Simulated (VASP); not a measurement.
CuAu, 2 atoms in the cell. The structure is tetragonal, space group P4/mmm (No. 123). Conventional cell: a = 2.811 Å, b = 2.811 Å, c = 3.685 Å, α = 90.00°, β = 90.00°, γ = 90.00°. Within 3.7 Å of Au (site symmetry 4/mmm) lie 8 Cu at 2.71 Å and 6 Au at 2.81 to 3.69 Å. Within 3.7 Å of Cu (site symmetry 4/mmm) lie 8 Au at 2.71 Å and 6 Cu at 2.81 to 3.69 Å. 

* Program: VASP 6.6.1
* Task: single point
* Functional: PBEsol-based screened hybrid with 25 % exact exchange
* Potentials or basis: VASP PAW PBE potentials, release 64 (Au, Cu)
* Cutoff: 520 eV
* k mesh: 5 × 5 × 4
* Occupations: fermi-dirac, width 0.05 eV
* Spin: no spin polarisation
* Dipole correction: no
* Grid for exact exchange (PRECFOCK): Normal
* Share of exact exchange: 0.25
* Further INCAR settings: ALGO = Normal; EDIFF = 1e-06; NBANDS = 18
* Screening parameter: 0.207 1/Å

Potentials or basis: VASP PAW PBE potentials, release 64 (Au, Cu).

Command:

```sh
$ cat potpaw_PBE.64/Au/POTCAR potpaw_PBE.64/Cu/POTCAR > POTCAR
$ cp INCAR.step1 INCAR
$ mpirun -np 1 vasp_std > vasp.out
$ cp INCAR.step2 INCAR
$ mpirun -np 1 vasp_std > vasp.out
```

Hardware: 1 thread of Intel(R) Xeon(R) Platinum 8259CL CPU @ 2.50GHz (Skylake/Cascade Lake), with other jobs on the host.

**Question.** Estimate the wall time of this run.

**Answer.** It took 19 min on 1 thread of Intel(R) Xeon(R) Platinum 8259CL CPU @ 2.50GHz (Skylake/Cascade Lake), with other jobs on the host, peak memory 0.26 GiB. Counts: k points 18.
